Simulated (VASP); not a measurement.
# CdO (Monteponite) (Fm-3m) in VASP: single point with r2SCAN

Aim: the single point of CdO (Monteponite) with r2SCAN.

Everything below comes from runs of VASP 6.6.1. Logs are shortened: lines on timing, memory, paths and dates and some standing lists are left out, and cuts for length are marked.

**1. The cell of the first run**

Symmetry: Fm-3m, No. 225, cubic system. Conventional cell: a = 4.699 Å, b = 4.699 Å, c = 4.699 Å, α = 90.00°, β = 90.00°, γ = 90.00°. Cd (site symmetry m-3m) has 6 O at 2.35 Å within 3.1 Å. O (site symmetry m-3m) has 6 Cd at 2.35 Å within 3.1 Å.

**2. Single point, r2SCAN**

Contents of POSCAR:

```
CdO
1.0
    0.0000000000      2.3495000000      2.3495000000
    2.3495000000      0.0000000000      2.3495000000
    2.3495000000      2.3495000000      0.0000000000
Cd O
1 1
Direct
    0.0000000000      0.0000000000      0.0000000000
    0.5000000000      0.5000000000      0.5000000000
```

Contents of INCAR.step1:

```
SYSTEM = CdO
PREC = Accurate
ENCUT = 660
ISMEAR = 0
SIGMA = 0.01
LREAL = .False.
LASPH = .True.
NELM = 120
NBANDS = 16
GGA = PE
ALGO = Normal
EDIFF = 1E-5
LWAVE = .True.
LCHARG = .False.
GGA_COMPAT = .False.
```

Contents of INCAR.step2:

```
SYSTEM = CdO
PREC = Accurate
ENCUT = 660
EDIFF = 1E-6
ISMEAR = 0
SIGMA = 0.01
LREAL = .False.
LASPH = .True.
NELM = 120
ALGO = Normal
ISIF = 2
LWAVE = .False.
LCHARG = .False.
METAGGA = R2SCAN
LMIXTAU = .True.
NBANDS = 16
ISTART = 1
GGA_COMPAT = .False.
```

Contents of KPOINTS:

```
regular mesh
0
Gamma
  8 8 8
  0 0 0
```

Potentials or basis: VASP PAW PBE potentials, release 64 (Cd, O).

Run with:

```console
cat potpaw_PBE.64/Cd/POTCAR potpaw_PBE.64/O/POTCAR > POTCAR
cp INCAR.step1 INCAR
mpirun -np 1 vasp_std > vasp.out
cp INCAR.step2 INCAR
mpirun -np 1 vasp_std > vasp.out
```

OUTCAR:

```text
SYSTEM = CdO
   PREC = Accurate
   ENCUT = 660
   EDIFF = 1E-6
   ISMEAR = 0
   LREAL = .False.
   LASPH = .True.
   NELM = 120
   ISIF = 2
   METAGGA = R2SCAN
   ISTART = 1

 ion  position               nearest neighbor table
   1  0.000  0.000  0.000-   2 2.35   2 2.35   2 2.35   2 2.35   2 2.35   2 2.35
   2  0.500  0.500  0.500-   1 2.35   1 2.35   1 2.35   1 2.35   1 2.35   1 2.35

  LATTYP: Found a face centered cubic cell.
 ALAT       =     4.6990000000

  Lattice vectors:

 A1 = (   0.0000000000,   2.3495000000,   2.3495000000)
 A2 = (   2.3495000000,   0.0000000000,   2.3495000000)
 A3 = (   2.3495000000,   2.3495000000,   0.0000000000)

Analysis of symmetry for initial positions (statically):
=====================================================================
 Subroutine PRICEL returns:
 Original cell was already a primitive cell.

 Routine SETGRP: Setting up the symmetry group for a
 face centered cubic supercell.

 Subroutine GETGRP returns: Found 48 space group operations
 (whereof 48 operations were pure point group operations)
 out of a pool of 48 trial point group operations.

The static configuration has the point symmetry O_h .

Analysis of symmetry for dynamics (positions and initial velocities):
=====================================================================
 Subroutine PRICEL returns:
 Original cell was already a primitive cell.

 Routine SETGRP: Setting up the symmetry group for a
 face centered cubic supercell.

 Subroutine GETGRP returns: Found 48 space group operations
 (whereof 48 operations were pure point group operations)
 out of a pool of 48 trial point group operations.

The dynamic configuration has the point symmetry O_h .

 Subroutine INISYM returns: Found 48 space group operations
 (whereof 48 operations are pure point group operations),
 and found     1 'primitive' translations

----------------------------------------------------------------------------------------

                                     Primitive cell

  volume of cell :      25.9392

  direct lattice vectors                    reciprocal lattice vectors
     0.000000000  2.349500000  2.349500000    -0.212811236  0.212811236  0.212811236
     2.349500000  0.000000000  2.349500000     0.212811236 -0.212811236  0.212811236
     2.349500000  2.349500000  0.000000000     0.212811236  0.212811236 -0.212811236

  length of vectors
     3.322694765  3.322694765  3.322694765     0.368599874  0.368599874  0.368599874

  position of ions in fractional coordinates (direct lattice)
     0.000000000  0.000000000  0.000000000
     0.500000000  0.500000000  0.500000000

  ion indices of the primitive-cell ions
   primitive index   ion index
                 1           1
                 2           2

----------------------------------------------------------------------------------------

 KPOINTS: regular mesh

Automatic generation of k-mesh.
 Grid dimensions read from file:
 generate k-points for:    8    8    8

 Generating k-lattice:

  Cartesian coordinates                     Fractional coordinates (reciprocal lattice)
    -0.026601405  0.026601405  0.026601405     0.125000000  0.000000000  0.000000000
     0.026601405 -0.026601405  0.026601405     0.000000000  0.125000000  0.000000000
     0.026601405  0.026601405 -0.026601405     0.000000000  0.000000000  0.125000000

  Length of vectors
     0.046074984  0.046074984  0.046074984

  Shift w.r.t. Gamma in fractional coordinates (k-lattice)
     0.000000000  0.000000000  0.000000000

 Subroutine IBZKPT returns following result:
 ===========================================

 Found     29 irreducible k-points:

 Following reciprocal coordinates:
            Coordinates               Weight
  0.000000  0.000000  0.000000      1.000000
  0.125000  0.000000  0.000000      8.000000
  0.250000  0.000000  0.000000      8.000000
  0.375000  0.000000  0.000000      8.000000
  0.500000  0.000000  0.000000      4.000000
  0.125000  0.125000  0.000000      6.000000
[... 16 lines left out ...]
  0.500000  0.250000  0.125000     48.000000
 -0.375000  0.250000  0.125000     24.000000
 [... further k-points ...]
   k-points           NKPTS =     29   k-points in BZ     NKDIM =     29   number of bands    NBANDS=     16
   number of dos      NEDOS =    301   number of ions     NIONS =      2
   total plane-waves  NPLWV =  21952
   dimension x,y,z NGX =    28 NGY =   28 NGZ =   28
   dimension x,y,z NGXF=    56 NGYF=   56 NGZF=   56
   ions per type =               1   1
   NGX,Y,Z   is equivalent  to a cutoff of  14.01, 14.01, 14.01 a.u.
   NGXF,Y,Z  is equivalent  to a cutoff of  28.02, 28.02, 28.02 a.u.
 SYSTEM =  CdO
   PREC   = accura    normal or accurate (medium, high low for compatibility)
   ISTART =      1    job   : 0-new  1-cont  2-samecut
   ICHARG =      0    charge: 1-file 2-atom 10-const
   ISPIN  =      1    spin polarized calculation?
   LNONCOLLINEAR =      F non collinear calculations
   LSORBIT =      F    spin-orbit coupling
   LASPH  =      T    aspherical Exc in radial PAW
   ENCUT  =  660.0 eV  48.51 Ry    6.96 a.u.   6.96  6.96  6.96*2*pi/ulx,y,z
   NELM   =    120;   NELMIN=  2; NELMDL=  0     # of ELM steps
   EDIFF  = 0.1E-05   stopping-criterion for ELM
   LREAL  =      F    real-space projection
   EDIFFG = 0.1E-04   stopping-criterion for IOM
   NSW    =      0    number of steps for IOM
   IBRION =     -1    ionic relax: 0-MD 1-quasi-New 2-CG
   NFREE  =      0    steps in history (QN), initial steepest desc. (CG)
   ISIF   =      2    stress and relaxation
   ISYM   =      2    0-nonsym 1-usesym 2-fastsym
   POTIM  = 0.5000    time-step for ionic-motion
   TEBEG  =    0.0;   TEEND  =   0.0 temperature during run
   PSTRESS=    0.0 pullay stress
   NELECT =      18.0000    total number of electrons
   NUPDOWN=      -1.0000    fix difference up-down
   EMIN   =  10.00;   EMAX   =-10.00  energy-range for DOS
   EFERMI =   0.00;   METHOD = LEGACY
   ISMEAR =     0;   SIGMA  =   0.01  broadening in eV -4-tet -1-fermi 0-gaus
   EFERMI_NEDOS =   21; number of points for ismear=-14 and -15
   IALGO  =     38    algorithm
   IMIX   =      4    mixing-type and parameters
     AMIX     =   0.40;   BMIX     =  1.00
     AMIX_MAG =   1.60;   BMIX_MAG =  1.00
  volume/ion in A,a.u.               =      12.97        87.52
  Fermi-wavevector in a.u.,A,eV,Ry     =   1.449373  2.738918 28.581522  2.100683
  Thomas-Fermi vector in A             =   2.567107
   LORBIT       =      0    0 simple, 1 ext, 2 COOP (PROOUT), +10 PAW based schemes
   METAGGA = R2SCAN    functional components
   LHFCALC =     F    Hartree Fock is set to
   AEXX    =    0.0000 exact exchange contribution
   IVDW    =     0    specifies the selected vdW correction
   LEPSILON=     F    determine dielectric tensor
   LRPA    =     F    only Hartree local field effects (RPA)
 non-spin polarized calculation
 Gauss-broadening in eV      SIGMA  =   0.01
  energy-cutoff  :      660.00
  volume of cell :       25.94
 maximum number of plane-waves:      1012
   NGX = 13   NGY = 13   NGZ = 13

 number of electron      18.0000002 magnetization

 Free energy of the ion-electron system (eV)
  ---------------------------------------------------
  ext. energy  EPLUGINS =         0.00000000
  ---------------------------------------------------
  free energy    TOTEN  =       -28.56089411 eV

  energy without entropy =      -28.56089411  energy(sigma->0) =      -28.56089411

 E-fermi :   1.7558     XC(G=0): -12.3282

 val. band max:        1.7177413964   @ k =   0.5000   0.0000   0.0000
 cond. band min:       1.7910945054   @ k =   0.0000   0.0000   0.0000
 fundamental gap:      0.0733531090
 Fermi energy:         1.7557858139

 k-point     1 :       0.0000    0.0000    0.0000
  band No.  band energies     occupation
      1     -16.5850      2.00000
      2      -5.1549      2.00000
      3      -5.1549      2.00000
      4      -5.1549      2.00000
      5      -4.8380      2.00000
      6      -4.8380      2.00000
[... 8 lines left out ...]
     15      21.0281      0.00000
     16      21.0281      0.00000

 k-point     2 :       0.1250    0.0000    0.0000
  band No.  band energies     occupation
      1     -16.4841      2.00000
      2      -5.2197      2.00000
      3      -5.1432      2.00000
      4      -5.1432      2.00000
      5      -4.9318      2.00000
      6      -4.9318      2.00000
[... 8 lines left out ...]
     15      21.2311      0.00000
     16      21.2311      0.00000

 k-point     3 :       0.2500    0.0000    0.0000
  band No.  band energies     occupation
      1     -16.2294      2.00000
      2      -5.4710      2.00000
      3      -5.3789      2.00000
      4      -5.3789      2.00000
      5      -4.8522      2.00000
      6      -4.8522      2.00000
[... 8 lines left out ...]
     15      22.1401      0.00000
     16      22.1401      0.00000

 k-point     4 :       0.3750    0.0000    0.0000
  band No.  band energies     occupation
      1     -15.9563      2.00000
      2      -5.8657      2.00000
      3      -5.6560      2.00000
      4      -5.6560      2.00000
      5      -4.6856      2.00000
      6      -4.6856      2.00000
[... 8 lines left out ...]
     15      23.6025      0.00000
     16      23.6025      0.00000
[... 324 lines left out ...]
 k-point    22 :       0.3750    0.2500    0.1250
  band No.  band energies     occupation
      1     -16.1043      2.00000
      2      -5.5923      2.00000
      3      -5.3775      2.00000
      4      -5.2753      2.00000
      5      -4.8851      2.00000
      6      -4.6196      2.00000
[... 8 lines left out ...]
     15      24.2089      0.00000
     16      24.6705      0.00000

 k-point    23 :       0.5000    0.2500    0.1250
  band No.  band energies     occupation
      1     -15.9331      2.00000
      2      -5.6497      2.00000
      3      -5.5101      2.00000
      4      -5.3809      2.00000
      5      -4.7383      2.00000
      6      -4.5499      2.00000
[... 8 lines left out ...]
     15      23.3887      0.00000
     16      25.0685      0.00000

 k-point    24 :      -0.3750    0.2500    0.1250
  band No.  band energies     occupation
      1     -15.8607      2.00000
      2      -5.7265      2.00000
      3      -5.4649      2.00000
      4      -5.4569      2.00000
      5      -4.6099      2.00000
      6      -4.6068      2.00000
[... 8 lines left out ...]
     15      22.1982      0.00000
     16      25.7302      0.00000

 [... further k-points ...]

------------------------ aborting loop because EDIFF is reached ----------------------------------------

  FORCE on cell =-STRESS in cart. coord.  units (eV):
  Direction    XX          YY          ZZ          XY          YZ          ZX
  --------------------------------------------------------------------------------------
  -------------------------------------------------------------------------------------
  Total        0.3592636      0.3592636      0.3592636      0.0000000     -0.0000000      0.0000000
  in kB       22.1905174     22.1905174     22.1905174      0.0000000     -0.0000000      0.0000000
  external PRESSURE =      22.1905174 kB  Pullay stress =       0.0000000 kB

 VOLUME and BASIS-vectors are now :
 -----------------------------------------------------------------------------
  energy-cutoff  :      660.00
  volume of cell :       25.94
      direct lattice vectors                 reciprocal lattice vectors
     0.000000000  2.349500000  2.349500000    -0.212811236  0.212811236  0.212811236
     2.349500000  0.000000000  2.349500000     0.212811236 -0.212811236  0.212811236
     2.349500000  2.349500000  0.000000000     0.212811236  0.212811236 -0.212811236

 POSITION                                       TOTAL-FORCE (eV/Angst)
 -----------------------------------------------------------------------------------
      0.00000      0.00000      0.00000         0.000000     -0.000000     -0.000000
      2.34950      2.34950      2.34950        -0.000000      0.000000      0.000000
 -----------------------------------------------------------------------------------
    total drift:                                0.000000      0.000000      0.000000

  FREE ENERGIE OF THE ION-ELECTRON SYSTEM (eV)
  ---------------------------------------------------
  free  energy   TOTEN  =       -28.5608941089 eV

  energy  without entropy=      -28.5608941088  energy(sigma->0) =      -28.56089411
```

Run time: 30 s. Hardware: 1 thread of Intel Xeon 6975P-C (Granite Rapids), shared host; peak memory 0.17 GiB.

What came out:

```yaml
Free_energy: -28.5609 eV
Pressure: 2.2 GPa
Band_gap_on_the_k_mesh: 0.07 eV, indirect (least direct gap 1.43 eV)
```

Caveat: the PAW data sets were made with another functional, which shifts forces and pressure a little. A k mesh can miss the band edges.
